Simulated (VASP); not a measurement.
A run of VASP 6.6.1:

INCAR

```
SYSTEM = Pt
ALGO = Normal
EDIFF = 1E-7
EDIFFG = -0.002
ENCUT = 500
GGA = PE
GGA_COMPAT = .FALSE.
IBRION = 2
ISIF = 3
ISMEAR = 0
LASPH = .TRUE.
LCHARG = .FALSE.
LREAL = .FALSE.
LWAVE = .FALSE.
NELM = 120
NELMIN = 4
NSW = 100
PREC = Accurate
SIGMA = 0.1
```

File KPOINTS:

```
k-points
0
G
  18 18 18
  0 0 0
```

File POSCAR:

```
Pt
1.0
   -1.5852846409      1.5852846409      1.5852846409
    1.5852846409     -1.5852846409      1.5852846409
    1.5852846409      1.5852846409     -1.5852846409
Pt
1
Direct
    0.0000000000      0.0000000000      0.0000000000
```

Potentials or basis: VASP PAW PBE potentials, release 64 (Pt).

The run is started by

```console
$ cat potpaw_PBE.64/Pt/POTCAR > POTCAR
$ mpirun -np 1 vasp_std > vasp.out
```

Hardware: 1 thread of Intel Xeon 6975P-C (shared host).

Q: Estimate the wall time of this run.

A: Wall time 27 s on 1 thread of Intel Xeon 6975P-C (shared host), peak memory 0.15 GiB. Counts: scf iterations 25, k points 195, ion steps 3.
